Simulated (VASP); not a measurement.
SrMg, 2 atoms in the cell. The structure is cubic, space group Pm-3m (No. 221). Conventional cell: a = 3.900 Å, b = 3.900 Å, c = 3.900 Å, α = 90.00°, β = 90.00°, γ = 90.00°. Within 4.4 Å of Sr (site symmetry m-3m) lie 8 Mg at 3.38 Å and 6 Sr at 3.90 Å. Mg (site symmetry m-3m) has 8 Sr at 3.38 Å and 6 Mg at 3.90 Å within 4.4 Å. 

| Quantity | Value |
| --- | --- |
| Program | VASP 6.6.1 |
| Task | electric field gradients |
| Functional | LDA |
| Potentials or basis | VASP PAW LDA potentials, release 64 (Sr_sv, Mg) |
| Cutoff | 520 eV |
| k mesh | 9 × 9 × 9 |
| Occupations | fermi-dirac, width 0.05 eV |
| Spin | no spin polarisation |
| Dipole correction | no |
| Further INCAR settings | ALGO = Normal; EDIFF = 1e-08; NBANDS = 13 |

Potentials or basis: VASP PAW LDA potentials, release 64 (Sr_sv, Mg).

Launch:

```sh
$ cat potpaw_LDA.64/Sr_sv/POTCAR potpaw_LDA.64/Mg/POTCAR > POTCAR
$ mpirun -np 1 vasp_std > vasp.out
```

Hardware: 1 thread of Intel(R) Xeon(R) Platinum 8259CL CPU @ 2.50GHz (Skylake/Cascade Lake) (shared host).

Q: Estimate the wall time of this run.

A: It took 28 s on 1 thread of Intel(R) Xeon(R) Platinum 8259CL CPU @ 2.50GHz (Skylake/Cascade Lake), with other jobs on the host, peak memory 0.17 GiB. Counts: scf iterations 13, k points 35.
